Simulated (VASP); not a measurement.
Ga2Te3O:

```
Ga Te O
1.0
     9.21861    0.00000    0.00000
    -4.60931    7.98355    0.00000
     0.00000    0.00000    3.11883
Ga Te O
2 3 1
Cartesian
  0.0000 5.3224 0.0000
  4.6093 2.6612 0.0000
  4.6093 0.0000 0.0000
  -2.3047 3.9918 0.0000
  2.3047 3.9918 0.0000
  0.0000 0.0000 0.0000
```

The cell was generated, and may not be a known phase.

- Program: VASP 6.6.1
- Task: relaxation of cell and atoms
- Functional: PBE
- Potentials or basis: VASP PAW PBE potentials, release 64 (Ga_d, Te, O)
- Cutoff: 600 eV
- k mesh: 3 × 3 × 6
- Occupations: gaussian, width 0.1 eV
- Spin: no spin polarisation

At the start: pressure 0.3 GPa; volume 38.26 Å³/atom.

Task: Where does the relaxation end?

Result: Over 11 steps the energy falls by 186.6 meV/atom and the volume is 40.32 Å³/atom (+5.4 %); space group P6/mmm (No. 191, to 0.1 Å) before and after.

Step by step:
```csv
step,energy change (eV),largest force (eV/Å),pressure (GPa),volume (Å³)
1,0.0000,0.0000,0.32,229.54
2,-0.6033,0.0000,-0.41,231.66
3,0.3657,0.0000,6.75,232.15
4,-0.9621,0.0000,0.01,232.63
5,-0.9604,0.0000,2.13,233.06
6,-1.0966,0.0000,0.72,232.99
7,-1.0976,0.0000,0.86,233.02
8,-1.1192,0.0000,-0.09,242.38
9,-1.1193,0.0000,-0.03,241.64
10,-1.1195,0.0000,0.04,242.21
11,-1.1198,0.0000,0.00,241.95
```

Final structure:
```
Ga Te O
1.0
    10.00272    0.00000    0.00000
    -5.00136    8.66261    0.00000
     0.00000    0.00000    2.79224
Ga Te O
2 3 1
Direct
  0.33333 0.66667 0.00000
  0.66667 0.33333 0.00000
  0.50000 0.00000 0.00000
  0.00000 0.50000 0.00000
  0.50000 0.50000 0.00000
  0.00000 0.00000 0.00000
```
